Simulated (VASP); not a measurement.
# Nb (I4/mmm) in VASP: further runs, part 2 of 2

VASP 6.6.1.

## Step 3: Single point, PBEsol (strain -0.050 along x and y, +0.000 along z)

Contents of INCAR:

```
ALGO = Normal ; EDIFF = 1E-6
ENCUT = 500 ; GGA = PS
GGA_COMPAT = F ; ISIF = 2
ISMEAR = 0 ; LASPH = T
LCHARG = T ; LELF = T
LREAL = F ; LVHAR = T
LWAVE = F ; NBANDS = 12
NELM = 120 ; PREC = Accurate
SIGMA = 0.15
```

Contents of KPOINTS:

```
k-points
0
Gamma
  20 20 20
```

Contents of POSCAR:

```
Nb
1.0
    0.0000000000      2.0092500000      2.1150000000
    2.0092500000      0.0000000000      2.1150000000
    2.0092500000      2.0092500000      0.0000000000
Nb
1
Direct
    0.0000000000      0.0000000000      0.0000000000
```

Potentials or basis: VASP PAW PBE potentials, release 64 (Nb_sv).

Launch:

```console
> cat potpaw_PBE.64/Nb_sv/POTCAR > POTCAR
> mpirun -np 1 vasp_std > vasp.out
```

OUTCAR:

```text
EDIFF = 1E-6
   ENCUT = 500
   GGA = PS
   ISIF = 2
   ISMEAR = 0
   LASPH = T
   LREAL = F
   NELM = 120
   PREC = Accurate

 ion  position               nearest neighbor table
   1  0.000  0.000  0.000-

  LATTYP: Found a body centered tetragonal cell.
 ALAT       =     2.8415086002
 C/A-ratio  =     1.4886458551

  Lattice vectors:

 A1 = (  -2.0092500000,   0.0000000000,   2.1150000000)
 A2 = (   2.0092500000,   0.0000000000,   2.1150000000)
 A3 = (   0.0000000000,   2.0092500000,  -2.1150000000)

Analysis of symmetry for initial positions (statically):
=====================================================================
 Subroutine PRICEL returns:
 Original cell was already a primitive cell.

 Routine SETGRP: Setting up the symmetry group for a
 body centered tetragonal supercell.

 Subroutine GETGRP returns: Found 16 space group operations
 (whereof 16 operations were pure point group operations)
 out of a pool of 16 trial point group operations.

The static configuration has the point symmetry D_4h.

Analysis of symmetry for dynamics (positions and initial velocities):
=====================================================================
 Subroutine PRICEL returns:
 Original cell was already a primitive cell.

 Routine SETGRP: Setting up the symmetry group for a
 body centered tetragonal supercell.

 Subroutine GETGRP returns: Found 16 space group operations
 (whereof 16 operations were pure point group operations)
 out of a pool of 16 trial point group operations.

The dynamic configuration has the point symmetry D_4h.

 Subroutine INISYM returns: Found 16 space group operations
 (whereof 16 operations are pure point group operations),
 and found     1 'primitive' translations

----------------------------------------------------------------------------------------

                                     Primitive cell

  volume of cell :      17.0769

[... 112 lines left out ...]
   LHFCALC =     F    Hartree Fock is set to
   AEXX    =    0.0000 exact exchange contribution
   IVDW    =     0    specifies the selected vdW correction
   LEPSILON=     F    determine dielectric tensor
   LRPA    =     F    only Hartree local field effects (RPA)
 non-spin polarized calculation
 Gauss-broadening in eV      SIGMA  =   0.15
  energy-cutoff  :      500.00
  volume of cell :       17.08
 maximum number of plane-waves:       452
 NGX is ok and might be reduce to    24
   NGX = 11   NGY = 11   NGZ = 11

 number of electron      12.9999999 magnetization

 Free energy of the ion-electron system (eV)
  ---------------------------------------------------
  ext. energy  EPLUGINS =         0.00000000
  ---------------------------------------------------
  free energy    TOTEN  =       -10.60791424 eV

  energy without entropy =      -10.59277900  energy(sigma->0) =      -10.60034662

 E-fermi :  12.1836     XC(G=0): -12.9089

 val. band max:       12.1828391128   @ k =  -0.4000   0.1000   0.2500
 cond. band min:      12.1864683692   @ k =   0.1000   0.0000   0.1000
 fundamental gap:      0.0036292564
 Fermi energy:        12.1835978927

 k-point     1 :       0.0000    0.0000    0.0000
  band No.  band energies     occupation
      1     -42.4085      2.00000
      2     -17.6263      2.00000
      3     -17.5982      2.00000
      4     -17.5982      2.00000
      5       5.7360      2.00000
      6      11.8001      1.99970
      7      12.4675      0.00743
      8      12.4675      0.00743
      9      14.6804      0.00000
     10      15.6395      0.00000
     11      24.1521      0.00000
     12      28.2142      0.00000
[... 331 lines left out ...]
 k-point    24 :      -0.3500    0.0500    0.0000
  band No.  band energies     occupation
      1     -42.1640      2.00000
      2     -18.9824      2.00000
      3     -17.8734      2.00000
      4     -17.7138      2.00000
      5       8.1434      2.00000
      6      11.8596      1.99775
      7      12.4785      0.00543
      8      12.6444      0.00001
      9      16.1240      0.00000
     10      17.1087      0.00000
     11      23.6803      0.00000
     12      26.9310      0.00000

 [... further k-points ...]

------------------------ aborting loop because EDIFF is reached ----------------------------------------

  FORCE on cell =-STRESS in cart. coord.  units (eV):
  Direction    XX          YY          ZZ          XY          YZ          ZX
  --------------------------------------------------------------------------------------
  -------------------------------------------------------------------------------------
  Total        0.6376250      0.6376250      2.1903828      0.0000000     -0.0000000      0.0000000
  in kB       59.8229168     59.8229168    205.5049471      0.0000000     -0.0000000      0.0000000
  external PRESSURE =     108.3835936 kB  Pullay stress =       0.0000000 kB

 VOLUME and BASIS-vectors are now :
 -----------------------------------------------------------------------------
  energy-cutoff  :      500.00
  volume of cell :       17.08
      direct lattice vectors                 reciprocal lattice vectors
     0.000000000  2.009250000  2.115000000    -0.248849073  0.248849073  0.236406619
     2.009250000  0.000000000  2.115000000     0.248849073 -0.248849073  0.236406619
     2.009250000  2.009250000  0.000000000     0.248849073  0.248849073 -0.236406619

 POSITION                                       TOTAL-FORCE (eV/Angst)
 -----------------------------------------------------------------------------------
      0.00000      0.00000      0.00000        -0.000000      0.000000      0.000000
 -----------------------------------------------------------------------------------
    total drift:                                0.000000      0.000000      0.000000

  FREE ENERGIE OF THE ION-ELECTRON SYSTEM (eV)
  ---------------------------------------------------
  free  energy   TOTEN  =       -10.6079142421 eV

  energy  without entropy=      -10.5927789995  energy(sigma->0) =      -10.60034662
```

OSZICAR:

```text
N       E                     dE             d eps       ncg     rms          rms(c)
DAV:   1     0.114708211381E+03    0.11471E+03   -0.71917E+03 15448   0.106E+03
DAV:   2    -0.644240178212E+01   -0.12115E+03   -0.11677E+03 16520   0.386E+02
DAV:   3    -0.107717415668E+02   -0.43293E+01   -0.41385E+01 22168   0.641E+01
DAV:   4    -0.110432654788E+02   -0.27152E+00   -0.26974E+00 21608   0.144E+01
DAV:   5    -0.110533043076E+02   -0.10039E-01   -0.10035E-01 22384   0.232E+00    0.785E+00
DAV:   6    -0.106540115931E+02    0.39929E+00   -0.60864E-01 24596   0.978E+00    0.285E+00
DAV:   7    -0.106031966026E+02    0.50815E-01   -0.19685E-01 25380   0.550E+00    0.996E-01
DAV:   8    -0.106078407858E+02   -0.46442E-02   -0.14104E-02 18388   0.156E+00    0.305E-02
DAV:   9    -0.106078986506E+02   -0.57865E-04   -0.88629E-04 25140   0.281E-01    0.427E-02
DAV:  10    -0.106079167927E+02   -0.18142E-04   -0.19356E-05 18428   0.544E-02    0.183E-02
DAV:  11    -0.106079143567E+02    0.24360E-05   -0.80362E-06 20160   0.477E-02    0.315E-03
DAV:  12    -0.106079142421E+02    0.11463E-06   -0.54969E-07 11724   0.826E-03
   1 F= -.10607914E+02 E0= -.10600347E+02  d E =-.151352E-01
```

Wall time 71 s (1 thread of Intel Xeon Platinum 8488C (Sapphire Rapids), shared host); peak memory 0.24 GiB.

Results:

| Item | Value |
| --- | --- |
| Free energy | -10.6079 eV |
| Pressure | 10.8 GPa |
| Band gap on the k mesh | zero (an odd number of electrons rules out a gap without spin polarisation) |

Stress tensor (GPa, compression positive):
```
 5.98  0.00  0.00
 0.00  5.98  0.00
 0.00  0.00 20.55
```

Levels at points of the mesh, in eV from the Fermi level:
```tsv
k point	band 4	band 5	band 6	band 7	band 8	band 9
(0.00, 0.00, 0.00)	-29.78	-6.45	-0.38	0.28	0.28	2.50
(0.50, 0.00, 0.00)	-29.93	-4.21	-0.53	0.18	1.78	5.08
(0.50, 0.50, 0.00)	-30.27	-4.56	-3.72	3.57	5.31	5.90
(0.50, 0.00, 0.50)	-30.33	-4.62	-3.83	4.53	5.18	5.56
```

Caveat: the cell differs from its parent crystal (strain -0.050 along x and y, +0.000 along z); the cell stands under pressure; the PAW data sets were made with another functional, which shifts forces and pressure a little.
